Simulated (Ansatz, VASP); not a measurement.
## Ge in VASP and in Ansatz

```
Ge
1.0
    -0.02829    2.81463    2.81463
     2.81463   -0.02829    2.81463
     2.81463    2.81463   -0.02829
Ge
2
Direct
  0.50000 0.50000 0.50000
  0.75000 0.75000 0.75000
```

Change from the starting cell: equal xy, yz and zx shear strains of -1 %.

Alike in both runs: task single point; functional PBEsol; k mesh 11 × 11 × 11; occupations fermi-dirac, width 0.05 eV; no spin polarisation.

```csv
,VASP,Ansatz
version,VASP 6.6.1,Ansatz 0.2.0
potentials or method,"VASP PAW PBE potentials, release 64 (Ge_d), cutoff 520 eV","all-electron LAPW, scalar-relativistic"
```

|  | VASP | Ansatz | Ansatz less VASP |
| --- | --- | --- | --- |
| pressure (GPa) | 0.3 | 0.7 | +0.36 |
| traceless stress, the component that is largest in VASP (GPa) | 0.84 | 0.84 | -0.003 |
| rms of the force components (eV/Å) | 0.092 | 0.093 | +0.0007 |

VASP's potentials were made for PBE, not for PBEsol. Atom by atom the forces differ by 0.001 eV/Å (rms over components). Ansatz ran all-electron here, and VASP with PAW potentials.
